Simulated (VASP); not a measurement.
# Nb (P6/mmm) in VASP: further runs, part 3 of 4

VASP 6.6.1. The steps go on from the part before.

## (4) Single point, PBE

This run uses another cell than the first one, of 19.36 Å³/atom.

Input file INCAR:

```
SYSTEM = Nb
PREC = Accurate ; ENCUT = 520
EDIFF = 1E-6 ; ISMEAR = -1
SIGMA = 0.05 ; LREAL = .FALSE.
LASPH = .TRUE. ; NELM = 80
ALGO = Normal ; ISIF = 2
LWAVE = .FALSE. ; LCHARG = .FALSE.
GGA = PE ; NBANDS = 12
```

Input file KPOINTS:

```
Automatic mesh
0
G
  15 15 14
  0 0 0
```

Input file POSCAR:

```
Nb
1.0
    2.8642614116      0.0000000000      0.0000000000
   -1.4321307058      2.4805231455      0.0000000000
    0.0000000000      0.0000000000      2.7251649895
Nb
1
Direct
    0.0000000000      0.0000000000      0.0000000000
```

Potentials or basis: VASP PAW PBE potentials, release 64 (Nb_sv).

On the command line:

```sh
$ cat potpaw_PBE.64/Nb_sv/POTCAR > POTCAR
$ mpirun -np 1 vasp_std > vasp.out
```

OUTCAR:

```text
SYSTEM = Nb
   PREC = Accurate
   ENCUT = 520
   EDIFF = 1E-6
   ISMEAR = -1
   LREAL = .FALSE.
   LASPH = .TRUE.
   NELM = 80
   ISIF = 2
   GGA = PE

 ion  position               nearest neighbor table
   1  0.000  0.000  0.000-

  LATTYP: Found a hexagonal cell.
 ALAT       =     2.8642614116
 C/A-ratio  =     0.9514372461

  Lattice vectors:

 A1 = (   2.8642614116,   0.0000000000,   0.0000000000)
 A2 = (  -1.4321307058,   2.4805231455,   0.0000000000)
 A3 = (   0.0000000000,   0.0000000000,   2.7251649895)

Analysis of symmetry for initial positions (statically):
=====================================================================
 Subroutine PRICEL returns:
 Original cell was already a primitive cell.

 Routine SETGRP: Setting up the symmetry group for a
 hexagonal supercell.

 Subroutine GETGRP returns: Found 24 space group operations
 (whereof 24 operations were pure point group operations)
 out of a pool of 24 trial point group operations.

The static configuration has the point symmetry D_6h.

Analysis of symmetry for dynamics (positions and initial velocities):
=====================================================================
 Subroutine PRICEL returns:
 Original cell was already a primitive cell.

 Routine SETGRP: Setting up the symmetry group for a
 hexagonal supercell.

 Subroutine GETGRP returns: Found 24 space group operations
 (whereof 24 operations were pure point group operations)
 out of a pool of 24 trial point group operations.

The dynamic configuration has the point symmetry D_6h.

 Subroutine INISYM returns: Found 24 space group operations
 (whereof 24 operations are pure point group operations),
 and found     1 'primitive' translations

----------------------------------------------------------------------------------------

                                     Primitive cell

  volume of cell :      19.3619

  direct lattice vectors                    reciprocal lattice vectors
     2.864261412  0.000000000  0.000000000     0.349130144  0.201570383  0.000000000
    -1.432130706  2.480523145  0.000000000     0.000000000  0.403140766  0.000000000
     0.000000000  0.000000000  2.725164990     0.000000000  0.000000000  0.366950259

  length of vectors
     2.864261412  2.864261412  2.725164990     0.403140766  0.403140766  0.366950259

  position of ions in fractional coordinates (direct lattice)
     0.000000000  0.000000000  0.000000000

  ion indices of the primitive-cell ions
   primitive index   ion index
                 1           1

----------------------------------------------------------------------------------------

 KPOINTS: Automatic mesh

Automatic generation of k-mesh.
 Grid dimensions read from file:
 generate k-points for:   15   15   14

 Generating k-lattice:

  Cartesian coordinates                     Fractional coordinates (reciprocal lattice)
     0.023275343  0.013438026  0.000000000     0.066666667  0.000000000  0.000000000
     0.000000000  0.026876051  0.000000000     0.000000000  0.066666667  0.000000000
     0.000000000  0.000000000  0.026210733     0.000000000  0.000000000  0.071428571

  Length of vectors
     0.026876051  0.026876051  0.026210733

  Shift w.r.t. Gamma in fractional coordinates (k-lattice)
     0.000000000  0.000000000  0.000000000

 Subroutine IBZKPT returns following result:
 ===========================================

 Found    216 irreducible k-points:

 Following reciprocal coordinates:
            Coordinates               Weight
  0.000000  0.000000  0.000000      1.000000
  0.066667  0.000000  0.000000      6.000000
  0.133333 -0.000000  0.000000      6.000000
  0.200000 -0.000000  0.000000      6.000000
  0.266667 -0.000000  0.000000      6.000000
  0.333333 -0.000000  0.000000      6.000000
[... 16 lines left out ...]
  0.333333  0.200000  0.000000     12.000000
  0.400000  0.200000  0.000000      6.000000
 [... further k-points ...]
   k-points           NKPTS =    216   k-points in BZ     NKDIM =    216   number of bands    NBANDS=     12
   number of dos      NEDOS =    301   number of ions     NIONS =      1
   total plane-waves  NPLWV =  11520
   dimension x,y,z NGX =    24 NGY =   24 NGZ =   20
   dimension x,y,z NGXF=    48 NGYF=   48 NGZF=   40
   ions per type =               1
   NGX,Y,Z   is equivalent  to a cutoff of  13.93, 13.93, 12.20 a.u.
   NGXF,Y,Z  is equivalent  to a cutoff of  27.86, 27.86, 24.40 a.u.
 SYSTEM =  Nb
   PREC   = accura    normal or accurate (medium, high low for compatibility)
   ISTART =      0    job   : 0-new  1-cont  2-samecut
   ICHARG =      2    charge: 1-file 2-atom 10-const
   ISPIN  =      1    spin polarized calculation?
   LNONCOLLINEAR =      F non collinear calculations
   LSORBIT =      F    spin-orbit coupling
   LASPH  =      T    aspherical Exc in radial PAW
   ENCUT  =  520.0 eV  38.22 Ry    6.18 a.u.   5.33  5.33  5.07*2*pi/ulx,y,z
   NELM   =     80;   NELMIN=  2; NELMDL= -5     # of ELM steps
   EDIFF  = 0.1E-05   stopping-criterion for ELM
   LREAL  =      F    real-space projection
   EDIFFG = 0.1E-04   stopping-criterion for IOM
   NSW    =      0    number of steps for IOM
   IBRION =     -1    ionic relax: 0-MD 1-quasi-New 2-CG
   NFREE  =      0    steps in history (QN), initial steepest desc. (CG)
   ISIF   =      2    stress and relaxation
   ISYM   =      2    0-nonsym 1-usesym 2-fastsym
   POTIM  = 0.5000    time-step for ionic-motion
   TEBEG  =    0.0;   TEEND  =   0.0 temperature during run
   PSTRESS=    0.0 pullay stress
   NELECT =      13.0000    total number of electrons
   NUPDOWN=      -1.0000    fix difference up-down
   EMIN   =  10.00;   EMAX   =-10.00  energy-range for DOS
   EFERMI =   0.00;   METHOD = LEGACY
   ISMEAR =    -1;   SIGMA  =   0.05  broadening in eV -4-tet -1-fermi 0-gaus
   EFERMI_NEDOS =   21; number of points for ismear=-14 and -15
   IALGO  =     38    algorithm
   IMIX   =      4    mixing-type and parameters
     AMIX     =   0.40;   BMIX     =  1.00
     AMIX_MAG =   1.60;   BMIX_MAG =  1.00
  volume/ion in A,a.u.               =      19.36       130.66
  Fermi-wavevector in a.u.,A,eV,Ry     =   1.433529  2.708976 27.960031  2.055004
  Thomas-Fermi vector in A             =   2.553037
   LORBIT       =      0    0 simple, 1 ext, 2 COOP (PROOUT), +10 PAW based schemes
   GGA     = PE    functional components
   LHFCALC =     F    Hartree Fock is set to
   AEXX    =    0.0000 exact exchange contribution
   IVDW    =     0    specifies the selected vdW correction
   LEPSILON=     F    determine dielectric tensor
   LRPA    =     F    only Hartree local field effects (RPA)
 non-spin polarized calculation
  energy-cutoff  :      520.00
  volume of cell :       19.36
 maximum number of plane-waves:       550
 NGX is ok and might be reduce to    24
   NGX = 11   NGY = 11   NGZ = 11

 number of electron      12.9999998 magnetization

 Free energy of the ion-electron system (eV)
  ---------------------------------------------------
  ext. energy  EPLUGINS =         0.00000000
  ---------------------------------------------------
  free energy    TOTEN  =        -9.59724090 eV

  energy without entropy =       -9.58674927  energy(sigma->0) =       -9.59199508

 E-fermi :  10.5777     XC(G=0): -12.0682

 val. band max:       10.5754048493   @ k =   0.3333   0.1333   0.4286
 cond. band min:      10.5802581391   @ k =   0.2667   0.1333   0.2143
 fundamental gap:      0.0048532898
 Fermi energy:        10.5777390928

 k-point     1 :       0.0000    0.0000    0.0000
  band No.  band energies     occupation
      1     -44.3345      2.00000
      2     -19.6942      2.00000
      3     -19.6313      2.00000
      4     -19.6313      2.00000
      5       4.5238      2.00000
      6       7.4992      2.00000
      7      10.7276      0.09506
      8      10.7276      0.09506
      9      15.4894      0.00000
     10      15.4894      0.00000
     11      22.6667      0.00000
     12      24.6236      0.00000
[... 331 lines left out ...]
 k-point    24 :       0.4000    0.2000    0.0000
  band No.  band energies     occupation
      1     -44.1098      2.00000
      2     -20.8005      2.00000
      3     -20.2382      2.00000
      4     -19.5290      2.00000
      5       7.9694      2.00000
      6       8.7508      2.00000
      7      10.5135      1.56675
      8      12.6090      0.00000
      9      13.9668      0.00000
     10      17.2654      0.00000
     11      19.5026      0.00000
     12      20.7636      0.00000

 [... further k-points ...]

------------------------ aborting loop because EDIFF is reached ----------------------------------------

  FORCE on cell =-STRESS in cart. coord.  units (eV):
  Direction    XX          YY          ZZ          XY          YZ          ZX
  --------------------------------------------------------------------------------------
  -------------------------------------------------------------------------------------
  Total       -0.0285402     -0.0285402     -0.0245486      0.0000000      0.0000000      0.0000000
  in kB       -2.3616650     -2.3616650     -2.0313679      0.0000000      0.0000000      0.0000000
  external PRESSURE =      -2.2515659 kB  Pullay stress =       0.0000000 kB

 VOLUME and BASIS-vectors are now :
 -----------------------------------------------------------------------------
  energy-cutoff  :      520.00
  volume of cell :       19.36
      direct lattice vectors                 reciprocal lattice vectors
     2.864261412  0.000000000  0.000000000     0.349130144  0.201570383  0.000000000
    -1.432130706  2.480523145  0.000000000     0.000000000  0.403140766  0.000000000
     0.000000000  0.000000000  2.725164990     0.000000000  0.000000000  0.366950259

 POSITION                                       TOTAL-FORCE (eV/Angst)
 -----------------------------------------------------------------------------------
      0.00000      0.00000      0.00000         0.000000      0.000000      0.000000
 -----------------------------------------------------------------------------------
    total drift:                                0.000000     -0.000000      0.000000

  FREE ENERGIE OF THE ION-ELECTRON SYSTEM (eV)
  ---------------------------------------------------
  free  energy   TOTEN  =        -9.5972408968 eV

  energy  without entropy=       -9.5867492670  energy(sigma->0) =       -9.59199508
```

OSZICAR:

```text
N       E                     dE             d eps       ncg     rms          rms(c)
DAV:   1     0.118723406408E+03    0.11872E+03   -0.72546E+03  5216   0.107E+03
DAV:   2    -0.500166011985E+01   -0.12373E+03   -0.11851E+03  5624   0.384E+02
DAV:   3    -0.966166636652E+01   -0.46600E+01   -0.44281E+01  7396   0.657E+01
DAV:   4    -0.995820083902E+01   -0.29653E+00   -0.29501E+00  7420   0.150E+01
DAV:   5    -0.996605570601E+01   -0.78549E-02   -0.78510E-02  7400   0.212E+00    0.663E+00
DAV:   6    -0.962290857541E+01    0.34315E+00   -0.55311E-01  8152   0.921E+00    0.243E+00
DAV:   7    -0.959122250407E+01    0.31686E-01   -0.15244E-01  8584   0.482E+00    0.946E-01
DAV:   8    -0.959714196415E+01   -0.59195E-02   -0.12201E-02  5876   0.141E+00    0.492E-02
DAV:   9    -0.959723769835E+01   -0.95734E-04   -0.10795E-03  8572   0.309E-01    0.507E-02
DAV:  10    -0.959724918747E+01   -0.11489E-04   -0.36933E-05  6120   0.766E-02    0.185E-02
DAV:  11    -0.959724126697E+01    0.79205E-05   -0.37453E-06  6988   0.284E-02    0.502E-03
DAV:  12    -0.959724089684E+01    0.37013E-06   -0.64752E-07  3432   0.141E-02
   1 F= -.95972409E+01 E0= -.95919951E+01  d E =-.104916E-01
```

Wall time 36 s (1 thread of Intel Xeon 8259CL, shared host); peak memory 0.17 GiB.

Results:

* Free energy: -9.5972 eV
* Pressure: -0.2 GPa
* Band gap on the k mesh: zero (an odd number of electrons rules out a gap without spin polarisation)

Levels at points of the mesh, in eV from the Fermi level:
```tsv
k point	band 4	band 5	band 6	band 7	band 8	band 9
(0.00, 0.00, 0.00)	-30.21	-6.05	-3.08	0.15	0.15	4.91
(0.00, 0.00, 0.50)	-30.08	-3.08	0.08	0.88	0.88	1.97
```

## (5) Relaxation of shape and atoms at fixed volume, PBE

This run uses another cell than the first one, of 7.74 Å³/atom.

Input file INCAR:

```
SYSTEM = Nb
ALGO     = Normal         ! electronic algorithm
EDIFF    = 1E-7           ! SCF threshold, eV
EDIFFG   = -0.005         ! ionic threshold
ENCUT    = 600            ! plane-wave cutoff, eV
GGA      = PE             ! functional
IBRION   = 2              ! ionic algorithm
ISIF     = 4              ! what is computed and relaxed
ISMEAR   = -1             ! smearing method
LASPH    = .True.         ! aspherical terms in the spheres
LCHARG   = .False.        ! write CHGCAR
LREAL    = .False.        ! projectors in reciprocal space
LWAVE    = .False.        ! write WAVECAR
NELM     = 60             ! most SCF steps
NSW      = 50             ! ionic steps
PREC     = Accurate       ! precision mode
SIGMA    = 0.05           ! smearing width, eV
```

Input file KPOINTS:

```
k-points
0
Gamma
  15 15 14
  0 0 0
```

Input file POSCAR:

```
Nb
1.0
    2.1104058521      0.0000000000      0.0000000000
   -1.0552029261      1.8276650802      0.0000000000
    0.0000000000      0.0000000000      2.0079187321
Nb
1
Direct
    0.0000000000      0.0000000000      0.0000000000
```

On the command line:

```sh
$ cat potpaw_PBE.64/Nb_sv/POTCAR > POTCAR
$ mpirun -np 1 vasp_std > vasp.out
```

It took 82 s on 1 thread of Intel Xeon 8259CL, shared host; peak memory 0.14 GiB.

The run converged, but its numbers aren't listed here, since they failed a check.

Caveat: atoms lie so close that the PAW spheres overlap strongly, which falsifies energies and pressures.

(Continued in part 4 of 4.)
